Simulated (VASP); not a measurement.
Write the native input for VASP 6.6.1 that does the following.

| Quantity | Value |
| --- | --- |
| Task | single point |
| Functional | PBE |
| Potentials or basis | VASP PAW PBE potentials, release 64 (Cu_sv_GW) |
| Cutoff | 820 eV |
| k mesh | 13 × 13 × 13 |
| Occupations | gaussian, width 0.015 eV |
| Spin | no spin polarisation |
| Dipole correction | no |
| Further INCAR settings | ALGO = Normal; EDIFF = 1e-06; NBANDS = 16 |

The structure of Cu lies in POSCAR:

```
Cu
1.0
   -1.4427933200      1.4427933200      1.3760814500
    1.4427933200     -1.4427933200      1.3760814500
    1.4427933200      1.4427933200     -1.3760814500
Cu
1
Direct
    0.0000000000      0.0000000000      0.0000000000
```

These files were run (other wordings do the same):

INCAR

```
SYSTEM = Cu
ALGO = Normal
EDIFF = 1E-6
ENCUT = 820
GGA = PE
GGA_COMPAT = .FALSE.
ISIF = 2
ISMEAR = 0
LASPH = .TRUE.
LCHARG = .FALSE.
LREAL = .FALSE.
LWAVE = .FALSE.
NBANDS = 16
NELM = 120
PREC = Accurate
SIGMA = 0.015
```

KPOINTS

```
k-points
0
G
  13 13 13
  0 0 0
```

Potentials or basis: VASP PAW PBE potentials, release 64 (Cu_sv_GW).

The run is started by

```sh
$ cat potpaw_PBE.64/Cu_sv_GW/POTCAR > POTCAR
$ mpirun -np 1 vasp_std > vasp.out
```

It gave:

```json
{
  "Pressure": "5.9 GPa",
  "Band gap on the k mesh": "zero (an odd number of electrons rules out a gap without spin polarisation)"
}
```

Caveat: the cell stands under pressure.

Wall time 27 s on 1 thread of Intel(R) Xeon(R) Platinum 8488C (Sapphire Rapids) (shared host), peak memory 0.21 GiB.
